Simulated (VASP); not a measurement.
# KBr (P1) in VASP: single point with r2SCAN

Aim: the single point of KBr with r2SCAN.

Everything below comes from runs of VASP 6.6.1. Logs are shortened: lines on timing, memory, paths and dates and some standing lists are left out, and cuts for length are marked.

### Step 1. The cell of the first run

The typed cell holds 6 atoms: a = 4.632 Å, b = 4.632 Å, c = 12.419 Å, α = 88.61°, β = 90.47°, γ = 120.82°.

### Step 2. Single point, r2SCAN

Contents of POSCAR:

```
KBr
1.0
    2.3444990800      3.9947369900     -0.0185032200
   -4.6317283000     -0.0330764500      0.0554997700
   -0.1525088600      0.0293394000     12.4179072600
K Br
3 3
Direct
    0.9883900000      0.9607400000      0.4372700000
    0.9484880000      0.9837830000      0.7682780000
    0.0025170000      0.0084720000      0.0853960000
    0.6423040000      0.2632670000      0.6069230000
    0.7097210000      0.2979730000      0.9364110000
    0.6432130000      0.3135810000      0.2627340000
```

Contents of INCAR.step1:

```
SYSTEM = KBr
ALGO = Normal
EDIFF = 1E-4
ENCUT = 520
GGA = PE
ISMEAR = -5
LASPH = .TRUE.
LCHARG = .FALSE.
LREAL = .FALSE.
LWAVE = .TRUE.
NELM = 100
PREC = Accurate
SIGMA = 0.1
```

Contents of INCAR.step2:

```
SYSTEM = KBr
ALGO = Normal
EDIFF = 1E-6
ENCUT = 520
ISIF = 2
ISMEAR = -1
ISTART = 1
LASPH = .TRUE.
LCHARG = .FALSE.
LMIXTAU = .TRUE.
LORBIT = 10
LREAL = .FALSE.
LWAVE = .FALSE.
METAGGA = R2SCAN
NELM = 100
PREC = Accurate
SIGMA = 0.1
```

Contents of KPOINTS:

```
Automatic mesh
0
Gamma
  5 5 2
  0 0.5 0.5
```

Potentials or basis: VASP PAW PBE potentials, release 64 (K_sv, Br).

Started as:

```console
$ cat potpaw_PBE.64/K_sv/POTCAR potpaw_PBE.64/Br/POTCAR > POTCAR
$ cp INCAR.step1 INCAR
$ mpirun -np 1 vasp_std > vasp.out
$ cp INCAR.step2 INCAR
$ mpirun -np 1 vasp_std > vasp.out
```

OUTCAR:

```text
SYSTEM = KBr
   EDIFF = 1E-6
   ENCUT = 520
   ISIF = 2
   ISMEAR = -1
   ISTART = 1
   LASPH = .TRUE.
   LORBIT = 10
   LREAL = .FALSE.
   METAGGA = R2SCAN
   NELM = 100
   PREC = Accurate

 ion  position               nearest neighbor table
   1  0.988  0.961  0.437-
   2  0.948  0.984  0.768-   4 3.07   5 3.09
   3  0.003  0.008  0.085-   5 2.96
   4  0.642  0.263  0.607-   2 3.07
   5  0.710  0.298  0.936-   3 2.96   2 3.09
   6  0.643  0.314  0.263-

  LATTYP: Found a triclinic cell.
 ALAT       =     4.5746628820
 B/A-ratio  =     1.0125727327
 C/A-ratio  =     3.2308149408
 COS(alpha) =     0.0126666603
 COS(beta)  =     0.4779363616
 COS(gamma) =     0.4938421688

  Lattice vectors:

 A1 = (  -2.2872292200,   3.9616605400,   0.0369965500)
 A2 = (  -4.6317283000,  -0.0330764500,   0.0554997700)
 A3 = (  -0.0952390000,   7.9857369300,  12.4364005900)

Analysis of symmetry for initial positions (statically):
=====================================================================
 Subroutine PRICEL returns:
 Original cell was already a primitive cell.

 Routine SETGRP: Setting up the symmetry group for a
 triclinic supercell.

 Subroutine GETGRP returns: Found  1 space group operations
 (whereof  1 operations were pure point group operations)
 out of a pool of  2 trial point group operations.

The static configuration has the point symmetry C_1 .

Analysis of symmetry for dynamics (positions and initial velocities):
=====================================================================
 Subroutine PRICEL returns:
 Original cell was already a primitive cell.

 Routine SETGRP: Setting up the symmetry group for a
 triclinic supercell.

 Subroutine GETGRP returns: Found  1 space group operations
 (whereof  1 operations were pure point group operations)
 out of a pool of  2 trial point group operations.

The dynamic configuration has the point symmetry C_1 .

 Subroutine INISYM returns: Found  1 space group operations
 (whereof  1 operations are pure point group operations),
 and found     1 'primitive' translations

----------------------------------------------------------------------------------------

                                     Primitive cell

  volume of cell :     228.7648

  direct lattice vectors                    reciprocal lattice vectors
     2.344499080  3.994736990 -0.018503220    -0.001802588  0.251384451 -0.000616076
    -4.631728300 -0.033076450  0.055499770    -0.216846390  0.127252764 -0.002963826
    -0.152508860  0.029339400 12.417907260     0.000966473 -0.000194161  0.080541195

  length of vectors
     4.631947962  4.632178896 12.418878390     0.251391669  0.251444640  0.080547228

  position of ions in fractional coordinates (direct lattice)
     0.988390000  0.960740000  0.437270000
     0.948488000  0.983783000  0.768278000
     0.002517000  0.008472000  0.085396000
     0.642304000  0.263267000  0.606923000
     0.709721000  0.297973000  0.936411000
     0.643213000  0.313581000  0.262734000

  ion indices of the primitive-cell ions
   primitive index   ion index
                 1           1
                 2           2
                 3           3
                 4           4
                 5           5
                 6           6

----------------------------------------------------------------------------------------

 KPOINTS: Automatic mesh

Automatic generation of k-mesh.
 Grid dimensions read from file:
 generate k-points for:    5    5    2

 Generating k-lattice:

  Cartesian coordinates                     Fractional coordinates (reciprocal lattice)
    -0.000360518  0.050276890 -0.000123215     0.200000000 -0.000000000  0.000000000
    -0.043369278  0.025450553 -0.000592765     0.000000000  0.200000000  0.000000000
     0.000483236 -0.000097081  0.040270598    -0.000000000  0.000000000  0.500000000

  Length of vectors
     0.050278334  0.050288928  0.040273614

  Shift w.r.t. Gamma in fractional coordinates (k-lattice)
     0.000000000  0.500000000  0.500000000

 Subroutine IBZKPT returns following result:
 ===========================================

 Found     25 irreducible k-points:

 Following reciprocal coordinates:
            Coordinates               Weight
  0.000000  0.100000  0.250000      2.000000
  0.200000  0.100000  0.250000      2.000000
  0.400000  0.100000  0.250000      2.000000
 -0.400000  0.100000  0.250000      2.000000
 -0.200000  0.100000  0.250000      2.000000
  0.000000  0.300000  0.250000      2.000000
[... 16 lines left out ...]
  0.400000 -0.100000  0.250000      2.000000
 -0.400000 -0.100000  0.250000      2.000000
   k-points           NKPTS =     25   k-points in BZ     NKDIM =     25   number of bands    NBANDS=     28
   number of dos      NEDOS =    301   number of ions     NIONS =      6
   total plane-waves  NPLWV = 124416
   dimension x,y,z NGX =    36 NGY =   36 NGZ =   96
   dimension x,y,z NGXF=    72 NGYF=   72 NGZF=  192
   ions per type =               3   3
   NGX,Y,Z   is equivalent  to a cutoff of  12.92, 12.92, 12.85 a.u.
   NGXF,Y,Z  is equivalent  to a cutoff of  25.84, 25.84, 25.70 a.u.
 SYSTEM =  KBr
   PREC   = accura    normal or accurate (medium, high low for compatibility)
   ISTART =      1    job   : 0-new  1-cont  2-samecut
   ICHARG =      0    charge: 1-file 2-atom 10-const
   ISPIN  =      1    spin polarized calculation?
   LNONCOLLINEAR =      F non collinear calculations
   LSORBIT =      F    spin-orbit coupling
   LASPH  =      T    aspherical Exc in radial PAW
   ENCUT  =  520.0 eV  38.22 Ry    6.18 a.u.   8.61  8.61 23.09*2*pi/ulx,y,z
   NELM   =    100;   NELMIN=  2; NELMDL=  0     # of ELM steps
   EDIFF  = 0.1E-05   stopping-criterion for ELM
   LREAL  =      F    real-space projection
   EDIFFG = 0.1E-04   stopping-criterion for IOM
   NSW    =      0    number of steps for IOM
   IBRION =     -1    ionic relax: 0-MD 1-quasi-New 2-CG
   NFREE  =      0    steps in history (QN), initial steepest desc. (CG)
   ISIF   =      2    stress and relaxation
   ISYM   =      2    0-nonsym 1-usesym 2-fastsym
   POTIM  = 0.5000    time-step for ionic-motion
   TEBEG  =    0.0;   TEEND  =   0.0 temperature during run
   PSTRESS=    0.0 pullay stress
   NELECT =      48.0000    total number of electrons
   NUPDOWN=      -1.0000    fix difference up-down
   EMIN   =  10.00;   EMAX   =-10.00  energy-range for DOS
   EFERMI =   0.00;   METHOD = LEGACY
   ISMEAR =    -1;   SIGMA  =   0.10  broadening in eV -4-tet -1-fermi 0-gaus
   EFERMI_NEDOS =   21; number of points for ismear=-14 and -15
   IALGO  =     38    algorithm
   IMIX   =      4    mixing-type and parameters
     AMIX     =   0.40;   BMIX     =  1.00
     AMIX_MAG =   1.60;   BMIX_MAG =  1.00
  volume/ion in A,a.u.               =      38.13       257.30
  Fermi-wavevector in a.u.,A,eV,Ry     =   0.972804  1.838334 12.875852  0.946348
  Thomas-Fermi vector in A             =   2.103133
   LORBIT       =     10    0 simple, 1 ext, 2 COOP (PROOUT), +10 PAW based schemes
   METAGGA = R2SCAN    functional components
   LHFCALC =     F    Hartree Fock is set to
   AEXX    =    0.0000 exact exchange contribution
   IVDW    =     0    specifies the selected vdW correction
   LEPSILON=     F    determine dielectric tensor
   LRPA    =     F    only Hartree local field effects (RPA)
 non-spin polarized calculation
  energy-cutoff  :      520.00
  volume of cell :      228.76
 maximum number of plane-waves:      6193
   NGX = 17   NGY = 17   NGZ = 47

 number of electron      47.9999999 magnetization

 Free energy of the ion-electron system (eV)
  ---------------------------------------------------
  ext. energy  EPLUGINS =         0.00000000
  ---------------------------------------------------
  free energy    TOTEN  =       -69.19940447 eV

  energy without entropy =      -69.19940447  energy(sigma->0) =      -69.19940447

 E-fermi :   0.3995     XC(G=0):  -7.4522

 val. band max:       -1.9802986341   @ k =   0.0000   0.1000   0.2500
 cond. band min:       2.8304780050   @ k =   0.0000   0.1000   0.2500
 fundamental gap:      4.8107766391
 Fermi energy:         0.3994801002

 k-point     1 :       0.0000    0.1000    0.2500
  band No.  band energies     occupation
      1     -31.5739      2.00000
      2     -31.4864      2.00000
      3     -31.3276      2.00000
      4     -15.3569      2.00000
      5     -15.1941      2.00000
      6     -14.7250      2.00000
[... 20 lines left out ...]
     27       4.6911      0.00000
     28       5.0145      0.00000

 k-point     2 :       0.2000    0.1000    0.2500
  band No.  band energies     occupation
      1     -31.5723      2.00000
      2     -31.4847      2.00000
      3     -31.3259      2.00000
      4     -15.3192      2.00000
      5     -15.1735      2.00000
      6     -14.7052      2.00000
[... 20 lines left out ...]
     27       4.6175      0.00000
     28       5.2178      0.00000

 k-point     3 :       0.4000    0.1000    0.2500
  band No.  band energies     occupation
      1     -31.5706      2.00000
      2     -31.4831      2.00000
      3     -31.3241      2.00000
      4     -15.3045      2.00000
      5     -15.1440      2.00000
      6     -14.6536      2.00000
[... 20 lines left out ...]
     27       4.6959      0.00000
     28       5.6617      0.00000

 k-point     4 :      -0.4000    0.1000    0.2500
  band No.  band energies     occupation
      1     -31.5712      2.00000
      2     -31.4838      2.00000
      3     -31.3248      2.00000
      4     -15.3149      2.00000
      5     -15.1588      2.00000
      6     -14.6763      2.00000
[... 20 lines left out ...]
     27       4.6121      0.00000
     28       5.3349      0.00000

 k-point     5 :      -0.2000    0.1000    0.2500
  band No.  band energies     occupation
      1     -31.5733      2.00000
      2     -31.4858      2.00000
      3     -31.3269      2.00000
      4     -15.3425      2.00000
      5     -15.1948      2.00000
      6     -14.7215      2.00000
[... 20 lines left out ...]
     27       4.6778      0.00000
     28       5.1547      0.00000

 k-point     6 :       0.0000    0.3000    0.2500
  band No.  band energies     occupation
      1     -31.5719      2.00000
      2     -31.4844      2.00000
      3     -31.3255      2.00000
      4     -15.3166      2.00000
      5     -15.1664      2.00000
      6     -14.6982      2.00000
[... 463 lines left out ...]
      5     -15.1935      2.00000
      6     -14.7260      2.00000
[... 20 lines left out ...]
     27       4.6644      0.00000
     28       5.0222      0.00000

 k-point    22 :       0.2000   -0.1000    0.2500
  band No.  band energies     occupation
      1     -31.5733      2.00000
      2     -31.4858      2.00000
      3     -31.3269      2.00000
      4     -15.3427      2.00000
      5     -15.1945      2.00000
      6     -14.7212      2.00000
[... 20 lines left out ...]
     27       4.6601      0.00000
     28       5.1737      0.00000

 k-point    23 :       0.4000   -0.1000    0.2500
  band No.  band energies     occupation
      1     -31.5712      2.00000
      2     -31.4838      2.00000
      3     -31.3248      2.00000
      4     -15.3151      2.00000
      5     -15.1586      2.00000
      6     -14.6757      2.00000
[... 20 lines left out ...]
     27       4.5940      0.00000
     28       5.3489      0.00000

 k-point    24 :      -0.4000   -0.1000    0.2500
  band No.  band energies     occupation
      1     -31.5706      2.00000
      2     -31.4831      2.00000
      3     -31.3241      2.00000
      4     -15.3049      2.00000
      5     -15.1432      2.00000
      6     -14.6545      2.00000
[... 20 lines left out ...]
     27       4.6999      0.00000
     28       5.6395      0.00000

 [... further k-points ...]

------------------------ aborting loop because EDIFF is reached ----------------------------------------

  FORCE on cell =-STRESS in cart. coord.  units (eV):
  Direction    XX          YY          ZZ          XY          YZ          ZX
  --------------------------------------------------------------------------------------
  -------------------------------------------------------------------------------------
  Total       -0.1613368     -0.8327042      0.4901077      0.7076746      0.4730493      0.6372005
  in kB       -1.1299388     -5.8319286      3.4325187      4.9562708      3.3130485      4.4626983
  external PRESSURE =      -1.1764496 kB  Pullay stress =       0.0000000 kB

 VOLUME and BASIS-vectors are now :
 -----------------------------------------------------------------------------
  energy-cutoff  :      520.00
  volume of cell :      228.76
      direct lattice vectors                 reciprocal lattice vectors
     2.344499080  3.994736990 -0.018503220    -0.001802588  0.251384451 -0.000616076
    -4.631728300 -0.033076450  0.055499770    -0.216846390  0.127252764 -0.002963826
    -0.152508860  0.029339400 12.417907260     0.000966473 -0.000194161  0.080541195

 POSITION                                       TOTAL-FORCE (eV/Angst)
 -----------------------------------------------------------------------------------
     -2.19929      3.92941      5.46501         0.002933     -0.036640     -0.188709
     -2.45006      3.77896      9.57745         0.450736      0.252039     -0.046353
     -0.04636      0.01228      1.06086         0.406263      0.196309      0.617626
      0.19394      2.57493      7.53944        -0.258127     -0.117957     -0.182044
      0.14100      2.85277     11.63167        -0.609831     -0.340083     -0.272626
      0.01552      2.56680      3.26811         0.008027      0.046332      0.072106
 -----------------------------------------------------------------------------------
    total drift:                                0.000087     -0.000774      0.000547

  FREE ENERGIE OF THE ION-ELECTRON SYSTEM (eV)
  ---------------------------------------------------
  free  energy   TOTEN  =       -69.1994044681 eV

  energy  without entropy=      -69.1994044680  energy(sigma->0) =      -69.19940447

 total charge

# of ion       s       p       d       tot
------------------------------------------
    1        1.956   5.675   0.018   7.649
    2        1.959   5.679   0.024   7.662
    3        1.959   5.679   0.023   7.662
    4        1.594   3.334   0.001   4.929
    5        1.595   3.347   0.002   4.944
    6        1.594   3.320   0.001   4.914
--------------------------------------------------
tot         10.656  27.034   0.068  37.759
```

Run time: 7.8 min. Hardware: 1 thread of AMD EPYC 9R45 (Zen 5), shared host; peak memory 0.39 GiB.

What came out:

```
Free energy                                           : -69.1994 eV
Pressure                                              : -0.1 GPa
Largest force                                         : 0.765 eV/Å
Band gap on the k mesh                                : 4.81 eV
Valence electrons inside the program's atomic spheres : K 7.65, 7.66 (each value once); Br 4.93, 4.94, 4.91
```

Forces in eV/Å, atoms in the order of the input:
```
K    0.003 -0.037 -0.189
K    0.451  0.252 -0.046
K    0.406  0.196  0.618
Br  -0.258 -0.118 -0.182
Br  -0.610 -0.340 -0.273
Br   0.008  0.046  0.072
```

Stress tensor (GPa, compression positive):
```
-0.11  0.50  0.45
 0.50 -0.58  0.33
 0.45  0.33  0.34
```

Levels at points of the mesh, in eV from the valence-band top:
| k point | band 21 | band 22 | band 23 | band 24 | band 25 | band 26 | band 27 | band 28 |
| --- | --- | --- | --- | --- | --- | --- | --- | --- |
| (0.00, 0.10, 0.25) | -0.47 | -0.20 | -0.05 | 0.00 | 4.81 | 5.65 | 6.67 | 6.99 |

Caveat: the PAW data sets were made with another functional, which shifts forces and pressure a little; a shifted mesh leaves out Γ, where band edges can lie. A k mesh can miss the band edges.
